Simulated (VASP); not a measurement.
# Hf (P6/mmm) in VASP: further runs

The runs below take Hf through single point, with r2SCAN.

Program: VASP 6.6.1. These are calculated values, not measurements. Logs are shortened: lines on timing, memory, paths and dates and some standing lists are left out, and cuts for length are marked.

## Step 1: The cell of the first run

The structure is hexagonal, space group P6/mmm (No. 191). Conventional cell: a = 4.972 Å, b = 4.972 Å, c = 3.091 Å, α = 90.00°, β = 90.00°, γ = 120.00°. Hf (site symmetry 6/mmm) has 14 Hf at 3.09 to 3.26 Å within 4.1 Å. Hf (site symmetry -6m2) has 11 Hf at 2.87 to 3.26 Å within 3.8 Å.

## Step 2: Single point, r2SCAN

Contents of POSCAR:

```
Hf
1.0
    4.9724668492      0.0000000000      0.0000000000
   -2.4862334246      4.3062826109      0.0000000000
    0.0000000000      0.0000000000      3.0912415517
Hf
3
Direct
    0.0000000000      0.0000000000      0.0000000000
    0.3333333333      0.6666666667      0.5000000000
    0.6666666667      0.3333333333      0.5000000000
```

Contents of INCAR.step1:

```
SYSTEM = Hf
  PREC = Accurate
  ENCUT = 520
  ISMEAR = -1
  SIGMA = 0.1
  LREAL = .FALSE.
  LASPH = .TRUE.
  NELM = 60
  NBANDS = 22
  GGA = PE
  ALGO = Normal
  EDIFF = 1E-4
  LWAVE = .TRUE.
  LCHARG = .FALSE.
```

Contents of INCAR.step2:

```
SYSTEM = Hf
  PREC = Accurate
  ENCUT = 520
  EDIFF = 1E-7
  ISMEAR = -1
  SIGMA = 0.1
  LREAL = .FALSE.
  LASPH = .TRUE.
  NELM = 60
  ALGO = Normal
  ISIF = 2
  LWAVE = .FALSE.
  LCHARG = .FALSE.
  METAGGA = R2SCAN
  LMIXTAU = .TRUE.
  NBANDS = 22
  ISTART = 1
```

Contents of KPOINTS:

```
regular mesh
0
G
  7 7 10
  0 0 0
```

Potentials or basis: VASP PAW PBE potentials, release 64 (Hf_pv).

Started as:

```bash
$ cat potpaw_PBE.64/Hf_pv/POTCAR > POTCAR
$ cp INCAR.step1 INCAR
$ mpirun -np 1 vasp_std > vasp.out
$ cp INCAR.step2 INCAR
$ mpirun -np 1 vasp_std > vasp.out
```

OUTCAR:

```text
SYSTEM = Hf
   PREC = Accurate
   ENCUT = 520
   EDIFF = 1E-7
   ISMEAR = -1
   LREAL = .FALSE.
   LASPH = .TRUE.
   NELM = 60
   ISIF = 2
   METAGGA = R2SCAN
   ISTART = 1

 ion  position               nearest neighbor table
   1  0.000  0.000  0.000-   2 3.26   3 3.26   2 3.26   3 3.26   3 3.26   3 3.26   2 3.26   2 3.26
                             3 3.26   3 3.26   2 3.26   2 3.26
   2  0.333  0.667  0.500-   3 2.87   3 2.87   3 2.87   1 3.26   1 3.26   1 3.26   1 3.26   1 3.26
                             1 3.26
   3  0.667  0.333  0.500-   2 2.87   2 2.87   2 2.87   1 3.26   1 3.26   1 3.26   1 3.26   1 3.26
                             1 3.26

  LATTYP: Found a hexagonal cell.
 ALAT       =     4.9724668492
 C/A-ratio  =     0.6216716261

  Lattice vectors:

 A1 = (   4.9724668492,   0.0000000000,   0.0000000000)
 A2 = (  -2.4862334246,   4.3062826109,   0.0000000000)
 A3 = (   0.0000000000,   0.0000000000,   3.0912415517)

Analysis of symmetry for initial positions (statically):
=====================================================================
 Subroutine PRICEL returns:
 Original cell was already a primitive cell.

 Routine SETGRP: Setting up the symmetry group for a
 hexagonal supercell.

 Subroutine GETGRP returns: Found 24 space group operations
 (whereof 24 operations were pure point group operations)
 out of a pool of 24 trial point group operations.

The static configuration has the point symmetry D_6h.

Analysis of symmetry for dynamics (positions and initial velocities):
=====================================================================
 Subroutine PRICEL returns:
 Original cell was already a primitive cell.

 Routine SETGRP: Setting up the symmetry group for a
 hexagonal supercell.

 Subroutine GETGRP returns: Found 24 space group operations
 (whereof 24 operations were pure point group operations)
 out of a pool of 24 trial point group operations.

The dynamic configuration has the point symmetry D_6h.

 Subroutine INISYM returns: Found 24 space group operations
 (whereof 24 operations are pure point group operations),
 and found     1 'primitive' translations

----------------------------------------------------------------------------------------

                                     Primitive cell

  volume of cell :      66.1923

  direct lattice vectors                    reciprocal lattice vectors
     4.972466849  0.000000000  0.000000000     0.201107424  0.116109426  0.000000000
    -2.486233425  4.306282611  0.000000000     0.000000000  0.232218851  0.000000000
     0.000000000  0.000000000  3.091241552     0.000000000  0.000000000  0.323494616

  length of vectors
     4.972466849  4.972466849  3.091241552     0.232218851  0.232218851  0.323494616

  position of ions in fractional coordinates (direct lattice)
     0.000000000  0.000000000  0.000000000
     0.333333333  0.666666667  0.500000000
     0.666666667  0.333333333  0.500000000

  ion indices of the primitive-cell ions
   primitive index   ion index
                 1           1
                 2           2
                 3           3

----------------------------------------------------------------------------------------

 KPOINTS: regular mesh

Automatic generation of k-mesh.
 Grid dimensions read from file:
 generate k-points for:    7    7   10

 Generating k-lattice:

  Cartesian coordinates                     Fractional coordinates (reciprocal lattice)
     0.028729632  0.016587061  0.000000000     0.142857143  0.000000000  0.000000000
     0.000000000  0.033174122  0.000000000     0.000000000  0.142857143  0.000000000
     0.000000000  0.000000000  0.032349462     0.000000000  0.000000000  0.100000000

  Length of vectors
     0.033174122  0.033174122  0.032349462

  Shift w.r.t. Gamma in fractional coordinates (k-lattice)
     0.000000000  0.000000000  0.000000000

 Subroutine IBZKPT returns following result:
 ===========================================

 Found     48 irreducible k-points:

 Following reciprocal coordinates:
            Coordinates               Weight
  0.000000  0.000000  0.000000      1.000000
  0.142857 -0.000000  0.000000      6.000000
  0.285714 -0.000000  0.000000      6.000000
  0.428571 -0.000000  0.000000      6.000000
  0.142857  0.142857  0.000000      6.000000
  0.285714  0.142857  0.000000     12.000000
[... 16 lines left out ...]
  0.428571  0.142857  0.200000     12.000000
  0.285714  0.285714  0.200000     12.000000
 [... further k-points ...]
   k-points           NKPTS =     48   k-points in BZ     NKDIM =     48   number of bands    NBANDS=     22
   number of dos      NEDOS =    301   number of ions     NIONS =      3
   total plane-waves  NPLWV =  38400
   dimension x,y,z NGX =    40 NGY =   40 NGZ =   24
   dimension x,y,z NGXF=    80 NGYF=   80 NGZF=   48
   ions per type =               3
   NGX,Y,Z   is equivalent  to a cutoff of  13.37, 13.37, 12.91 a.u.
   NGXF,Y,Z  is equivalent  to a cutoff of  26.75, 26.75, 25.81 a.u.
 SYSTEM =  Hf
   PREC   = accura    normal or accurate (medium, high low for compatibility)
   ISTART =      1    job   : 0-new  1-cont  2-samecut
   ICHARG =      0    charge: 1-file 2-atom 10-const
   ISPIN  =      1    spin polarized calculation?
   LNONCOLLINEAR =      F non collinear calculations
   LSORBIT =      F    spin-orbit coupling
   LASPH  =      T    aspherical Exc in radial PAW
   ENCUT  =  520.0 eV  38.22 Ry    6.18 a.u.   9.25  9.25  5.75*2*pi/ulx,y,z
   NELM   =     60;   NELMIN=  2; NELMDL=  0     # of ELM steps
   EDIFF  = 0.1E-06   stopping-criterion for ELM
   LREAL  =      F    real-space projection
   EDIFFG = 0.1E-05   stopping-criterion for IOM
   NSW    =      0    number of steps for IOM
   IBRION =     -1    ionic relax: 0-MD 1-quasi-New 2-CG
   NFREE  =      0    steps in history (QN), initial steepest desc. (CG)
   ISIF   =      2    stress and relaxation
   ISYM   =      2    0-nonsym 1-usesym 2-fastsym
   POTIM  = 0.5000    time-step for ionic-motion
   TEBEG  =    0.0;   TEEND  =   0.0 temperature during run
   PSTRESS=    0.0 pullay stress
   NELECT =      30.0000    total number of electrons
   NUPDOWN=      -1.0000    fix difference up-down
   EMIN   =  10.00;   EMAX   =-10.00  energy-range for DOS
   EFERMI =   0.00;   METHOD = LEGACY
   ISMEAR =    -1;   SIGMA  =   0.10  broadening in eV -4-tet -1-fermi 0-gaus
   EFERMI_NEDOS =   21; number of points for ismear=-14 and -15
   IALGO  =     38    algorithm
   IMIX   =      4    mixing-type and parameters
     AMIX     =   0.40;   BMIX     =  1.00
     AMIX_MAG =   1.60;   BMIX_MAG =  1.00
  volume/ion in A,a.u.               =      22.06       148.90
  Fermi-wavevector in a.u.,A,eV,Ry     =   1.257514  2.376357 21.515453  1.581341
  Thomas-Fermi vector in A             =   2.391169
   LORBIT       =      0    0 simple, 1 ext, 2 COOP (PROOUT), +10 PAW based schemes
   METAGGA = R2SCAN    functional components
   LHFCALC =     F    Hartree Fock is set to
   AEXX    =    0.0000 exact exchange contribution
   IVDW    =     0    specifies the selected vdW correction
   LEPSILON=     F    determine dielectric tensor
   LRPA    =     F    only Hartree local field effects (RPA)
 non-spin polarized calculation
  energy-cutoff  :      520.00
  volume of cell :       66.19
 maximum number of plane-waves:      1806
 NGX is ok and might be reduce to    40
   NGX = 19   NGY = 19   NGZ = 11

 number of electron      30.0000003 magnetization

 Free energy of the ion-electron system (eV)
  ---------------------------------------------------
  ext. energy  EPLUGINS =         0.00000000
  ---------------------------------------------------
  free energy    TOTEN  =      -135.38530605 eV

  energy without entropy =     -135.31201452  energy(sigma->0) =     -135.34866028

 E-fermi :   4.7330     XC(G=0): -12.2273

 val. band max:        4.6738594780   @ k =   0.4286   0.1429   0.1000
 cond. band min:       4.7764054909   @ k =   0.2857   0.2857   0.4000
 fundamental gap:      0.1025460129
 Fermi energy:         4.7330137844

 k-point     1 :       0.0000    0.0000    0.0000
  band No.  band energies     occupation
      1     -27.1061      2.00000
      2     -27.1061      2.00000
      3     -27.1059      2.00000
      4     -27.1059      2.00000
      5     -26.7083      2.00000
      6     -26.4790      2.00000
[... 14 lines left out ...]
     21       7.8880      0.00000
     22       7.9022      0.00000

 k-point     2 :       0.1429   -0.0000    0.0000
  band No.  band energies     occupation
      1     -27.2246      2.00000
      2     -27.1953      2.00000
      3     -26.9836      2.00000
      4     -26.9662      2.00000
      5     -26.6989      2.00000
      6     -26.4819      2.00000
[... 14 lines left out ...]
     21       7.3532      0.00000
     22       8.6626      0.00000

 k-point     3 :       0.2857   -0.0000    0.0000
  band No.  band energies     occupation
      1     -27.3176      2.00000
      2     -27.1934      2.00000
      3     -26.8814      2.00000
      4     -26.8611      2.00000
      5     -26.6760      2.00000
      6     -26.5077      2.00000
[... 14 lines left out ...]
     21       8.0349      0.00000
     22       9.5031      0.00000

 k-point     4 :       0.4286   -0.0000    0.0000
  band No.  band energies     occupation
      1     -27.3685      2.00000
      2     -27.1045      2.00000
      3     -26.9124      2.00000
      4     -26.8224      2.00000
      5     -26.6553      2.00000
      6     -26.5517      2.00000
[... 14 lines left out ...]
     21       8.4537      0.00000
     22       9.0455      0.00000

 k-point     5 :       0.1429    0.1429    0.0000
  band No.  band energies     occupation
      1     -27.2655      2.00000
      2     -27.2386      2.00000
      3     -26.9178      2.00000
      4     -26.8602      2.00000
      5     -26.6828      2.00000
      6     -26.4858      2.00000
[... 14 lines left out ...]
     21       7.8095      0.00000
     22       9.4027      0.00000

 k-point     6 :       0.2857    0.1429    0.0000
  band No.  band energies     occupation
      1     -27.3140      2.00000
      2     -27.1925      2.00000
      3     -26.9271      2.00000
      4     -26.7683      2.00000
      5     -26.6608      2.00000
      6     -26.5698      2.00000
[... 14 lines left out ...]
     21       8.6111      0.00000
     22       8.7778      0.00000

 k-point     7 :       0.4286    0.1429    0.0000
  band No.  band energies     occupation
      1     -27.3350      2.00000
      2     -27.0855      2.00000
      3     -27.0322      2.00000
      4     -26.7444      2.00000
      5     -26.6502      2.00000
      6     -26.5779      2.00000
[... 324 lines left out ...]
      6     -26.6408      2.00000
[... 14 lines left out ...]
     21       8.4974      0.00000
     22       8.7228      0.00000

 k-point    21 :       0.1429    0.1429    0.2000
  band No.  band energies     occupation
      1     -27.2224      2.00000
      2     -27.1768      2.00000
      3     -26.9435      2.00000
      4     -26.8663      2.00000
      5     -26.8618      2.00000
      6     -26.6826      2.00000
[... 14 lines left out ...]
     21       7.5286      0.00000
     22       9.1848      0.00000

 k-point    22 :       0.2857    0.1429    0.2000
  band No.  band energies     occupation
      1     -27.2628      2.00000
      2     -27.1546      2.00000
      3     -26.9781      2.00000
      4     -26.8371      2.00000
      5     -26.7787      2.00000
      6     -26.6470      2.00000
[... 14 lines left out ...]
     21       8.1952      0.00000
     22       8.7658      0.00000

 k-point    23 :       0.4286    0.1429    0.2000
  band No.  band energies     occupation
      1     -27.2792      2.00000
      2     -27.0826      2.00000
      3     -27.0616      2.00000
      4     -26.8186      2.00000
      5     -26.7275      2.00000
      6     -26.6507      2.00000
[... 14 lines left out ...]
     21       8.5229      0.00000
     22       9.0885      0.00000

 k-point    24 :       0.2857    0.2857    0.2000
  band No.  band energies     occupation
      1     -27.2349      2.00000
      2     -27.1393      2.00000
      3     -27.0689      2.00000
      4     -26.7962      2.00000
      5     -26.7132      2.00000
      6     -26.6534      2.00000
[... 14 lines left out ...]
     21       8.5992      0.00000
     22       9.0437      0.00000

 [... further k-points ...]
[... 5 lines left out ...]
  --------------------------------------------------------------------------------------
  -------------------------------------------------------------------------------------
  Total       -0.2230996     -0.2230996     -0.2221210      0.0000000     -0.0000000      0.0000000
  in kB       -5.4001026     -5.4001026     -5.3764165      0.0000000     -0.0000000      0.0000000
  external PRESSURE =      -5.3922072 kB  Pullay stress =       0.0000000 kB

 VOLUME and BASIS-vectors are now :
 -----------------------------------------------------------------------------
  energy-cutoff  :      520.00
  volume of cell :       66.19
      direct lattice vectors                 reciprocal lattice vectors
     4.972466849  0.000000000  0.000000000     0.201107424  0.116109426  0.000000000
    -2.486233425  4.306282611  0.000000000     0.000000000  0.232218851  0.000000000
     0.000000000  0.000000000  3.091241552     0.000000000  0.000000000  0.323494616

 POSITION                                       TOTAL-FORCE (eV/Angst)
 -----------------------------------------------------------------------------------
      0.00000      0.00000      0.00000         0.000000      0.000000     -0.000000
     -0.00000      2.87086      1.54562         0.000000      0.000000      0.000000
      2.48623      1.43543      1.54562        -0.000000      0.000000     -0.000000
 -----------------------------------------------------------------------------------
    total drift:                                0.000000     -0.000000      0.000000

  FREE ENERGIE OF THE ION-ELECTRON SYSTEM (eV)
  ---------------------------------------------------
  free  energy   TOTEN  =      -135.3853060482 eV

  energy  without entropy=     -135.3120145196  energy(sigma->0) =     -135.34866028
```

It took 1.8 min on 1 thread of Intel Xeon 6975P-C (Granite Rapids), shared host; peak memory 0.22 GiB.

Results:

* Free energy: -135.3853 eV
* Pressure: -0.5 GPa
* Band gap on the k mesh: zero (band 15 reaches 5.00 eV, above the bottom of band 16 at 4.22 eV)

Levels at points of the mesh, in eV from the Fermi level:
```tsv
k point	band 12	band 13	band 14	band 15	band 16	band 17	band 18	band 19
(0.00, 0.00, 0.00)	-0.79	-0.79	-0.72	-0.72	-0.52	1.34	2.38	2.38
(0.00, 0.00, 0.50)	-2.60	-2.42	-2.01	-2.01	1.47	1.47	2.20	2.20
```

Caveat: the PAW data sets were made with another functional, which shifts forces and pressure a little; spin-orbit coupling is left out, which moves the levels of the heavy elements.

[end of part 1 of 2]
